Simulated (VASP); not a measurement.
Here is a VASP 6.6.1 calculation.

The input INCAR:

```
PREC = Accurate
ENCUT = 520
EDIFF = 1E-7
ISMEAR = 0
SIGMA = 0.1
LREAL = Auto
LASPH = T
NELM = 100
ALGO = Fast
ISIF = 2
LWAVE = F
LCHARG = F
GGA = PE
NBANDS = 33
```

KPOINTS

```
regular mesh
0
Gamma
  4 4 4
```

The input POSCAR:

```
Mg
1.0
   -4.8132675725      2.7789413345     -5.1459161596
    4.8132675776      2.7789413257     -5.1459161596
   -0.0000000051     -5.5578826602     -5.1459161596
Mg
18
Direct
    0.3611111111      0.0277777778      0.3611111111
    0.6944444444      0.0277777778      0.0277777778
    0.0277777778      0.3611111111      0.3611111111
    0.6944444444      0.6944444444      0.3611111111
    0.3611111111      0.3611111111      0.0277777778
    0.0277777778      0.0277777778      0.6944444444
    0.6944444444      0.3611111111      0.6944444444
    0.0277777778      0.6944444444      0.0277777778
    0.3611111111      0.6944444444      0.6944444444
    0.9722222222      0.9722222222      0.3055555556
    0.3055555556      0.9722222222      0.9722222222
    0.6388888889      0.3055555556      0.3055555556
    0.3055555556      0.6388888889      0.3055555556
    0.9722222222      0.3055555556      0.9722222222
    0.6388888889      0.9722222222      0.6388888889
    0.3055555556      0.3055555556      0.6388888889
    0.6388888889      0.6388888889      0.9722222222
    0.9722222222      0.6388888889      0.6388888889
```

Potentials or basis: VASP PAW PBE potentials, release 64 (Mg).

The run is started by

```bash
$ cat potpaw_PBE.64/Mg/POTCAR > POTCAR
$ mpirun -np 1 vasp_std > vasp.out
```

**Question.** What does it give for the band gap on the k mesh?

**Answer.** Zero (bands 18 and 19 overlap by 0.85 eV).

**Question.** Predict the pressure.

**Answer.** -0.1 GPa.

Stress tensor (GPa, compression positive):
```
 0.07  0.00  0.00
 0.00  0.07  0.00
 0.00  0.00 -0.54
```
